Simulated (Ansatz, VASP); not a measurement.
**Two plane-wave programs on Ti2Os**

Contents of INCAR:

```
SYSTEM = Ti2Os
PREC     = Accurate       ! precision mode
ENCUT    = 600            ! plane-wave cutoff, eV
EDIFF    = 1E-6           ! SCF threshold, eV
ISMEAR   = 0              ! smearing method
SIGMA    = 0.1            ! smearing width, eV
LREAL    = .FALSE.        ! projectors in reciprocal space
LASPH    = .TRUE.         ! aspherical terms in the spheres
NELM     = 60             ! most SCF steps
ALGO     = Fast           ! electronic algorithm
ISIF     = 3              ! what is computed and relaxed
LWAVE    = .FALSE.        ! write WAVECAR
LCHARG   = .FALSE.        ! write CHGCAR
GGA      = PE             ! functional
IBRION   = 2              ! ionic algorithm
NSW      = 100            ! ionic steps
EDIFFG   = -0.01          ! ionic threshold
```

File KPOINTS:

```
Automatic mesh
0
G
  14 14 14
  0 0 0
```

Contents of POSCAR:

```
Ti2Os
1.0
    0.0000000000      3.0201597084      3.0201597084
    3.0201597084      0.0000000000      3.0201597084
    3.0201597084      3.0201597084      0.0000000000
Ti Os
2 1
Direct
    0.2500000000      0.2500000000      0.2500000000
    0.7500000000      0.7500000000      0.7500000000
    0.0000000000      0.0000000000      0.0000000000
```

Input for Ansatz:

```yaml
crystal:
  lattice:
    - [0.0, 3.0201597084, 3.0201597084]
    - [3.0201597084, 0.0, 3.0201597084]
    - [3.0201597084, 3.0201597084, 0.0]
  atoms:
    - { symbol: Ti, position: [0.25, 0.25, 0.25] }
    - { symbol: Ti, position: [0.75, 0.75, 0.75] }
    - { symbol: Os, position: [0.0, 0.0, 0.0] }
basis:
  ecutwfc: 420
kpoints:
  mp_grid: { grid: [14, 14, 14] }
hamiltonian:
  xc: pbe
scf:
  occupations: { method: gaussian, width: 0.1 }
output:
  forces: true
  stress: true
  eigenvalues: true
relax:
  adjacent_minimum: "off"
  f_tol: 0.01
  max_steps: 80
  cell: { stress_tol: 0.05 }
```

Alike in both runs: task relaxation of cell and atoms; functional PBE; k mesh 14 × 14 × 14; occupations gaussian, width 0.1 eV; no spin polarisation.

```csv
,VASP,Ansatz
version,VASP 6.6.1,Ansatz 0.2.0
potentials or method,"VASP PAW PBE potentials, release 64 (Ti_sv, Os), cutoff 600 eV","scalar-relativistic, plane waves, PAW"
valence electrons in the cell,32,40
```

Ansatz gave:

* gap on the k mesh at the Fermi level, each at its own relaxed structure (eV): none
* relaxed volume (Å³/atom): 18.41
* relaxed length of the cell vector where the two differ most in proportion (Å): 4.274

Problem. Which values does VASP return?

Solution. gap on the k mesh at the Fermi level, each at its own relaxed structure (eV): none; relaxed volume (Å³/atom): 18.39; relaxed length of the cell vector where the two differ most in proportion (Å): 4.273.

A gap of «none» marks a metal or a gap that the smearing closes. VASP's potentials hold 32 valence electrons a cell and Ansatz's 40, so a difference there can come from the potentials and not from the codes.

Neither program's run includes spin-orbit coupling.
